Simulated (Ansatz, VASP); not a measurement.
**Two plane-wave programs on Al**

```
CELL_PARAMETERS angstrom
4.51880 0.00000 0.00000
-2.25940 3.91340 0.00000
0.00000 0.00000 2.79585
ATOMIC_POSITIONS crystal
Al 0.00000 0.00000 0.00000
Al 0.33333 0.66667 0.50000
Al 0.66667 0.33333 0.50000
```

Alike in both runs: functional LDA; k mesh 8 × 8 × 11; occupations fermi-dirac, width 0.1 eV; no spin polarisation.

Ansatz relaxed the structure, and its values are those at the end. VASP's run is a single point on that final structure, the one shown.

```csv
,VASP,Ansatz
version,VASP 6.6.1,Ansatz 0.2.0
potentials or method,"VASP PAW LDA potentials, release 64 (Al), cutoff 520 eV","plane waves (420 eV) with PAW, scalar-relativistic"
valence electrons in the cell,9,9
```

|  | VASP | Ansatz | Ansatz less VASP |
| --- | --- | --- | --- |
| pressure (GPa) | 0.1 | 0.0 | -0.07 |

Ansatz warns that its potentials were made for another functional, while VASP's fit it. LDA's correlation is that of Perdew and Zunger in VASP and of Perdew and Wang (1992) in Ansatz.
